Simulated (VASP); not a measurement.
Runs of VASP 6.6.1 on BeS. Symmetry: Fm-3m, No. 225, cubic system. The conventional cell has a = 4.635 Å, b = 4.635 Å, c = 4.635 Å, α = 90.00°, β = 90.00°, γ = 90.00°. Within 3.1 Å of Be (site symmetry m-3m) lie 6 S at 2.32 Å. Within 3.1 Å of S (site symmetry m-3m) lie 6 Be at 2.32 Å. 

```csv
task,level,potentials or basis,k mesh,cutoff (eV),GW scheme,GW iterations,cutoff of the response function,frequency points,empty bands,gap on the mesh (eV),pressure (GPa)
single point,PBEsol,"VASP PAW PBE potentials, release 64 (Be, S)","6 × 6 × 6, shifted",520,-,-,-,-,-,(a),-3.0
single point,PBE-based screened hybrid,"VASP PAW PBE potentials, release 64 (Be, S)",4 × 4 × 4,520,-,-,-,-,-,3.20,-2.2
single point,HSE06,"VASP PAW PBE potentials, release 64 (Be, S)",4 × 4 × 4,520,-,-,-,-,-,2.07,-0.7
single point,r2SCAN,"VASP PAW PBE potentials, release 64 (Be, S)",6 × 6 × 6,520,-,-,-,-,-,(c),0.1
single point,PBEsol,"VASP PAW PBE potentials, release 64 (Be, S)",6 × 6 × 6,520,-,-,-,-,-,0.96,-2.8
single point,PBE,"VASP PAW PBE potentials, release 64 (Be, S)",4 × 4 × 4,600,-,-,-,-,-,(b),1.1
```

Alike in all rows: no spin polarisation; cell as given; smearing gaussian 0.01 eV.

Fill in the values left out.

(a) 1.36; (b) 1.24; (c) 1.35.

Caveats: some runs use coarse meshes; the PAW data sets were made with another functional, which shifts forces and pressure a little (some runs).

A k mesh can miss the band edges.
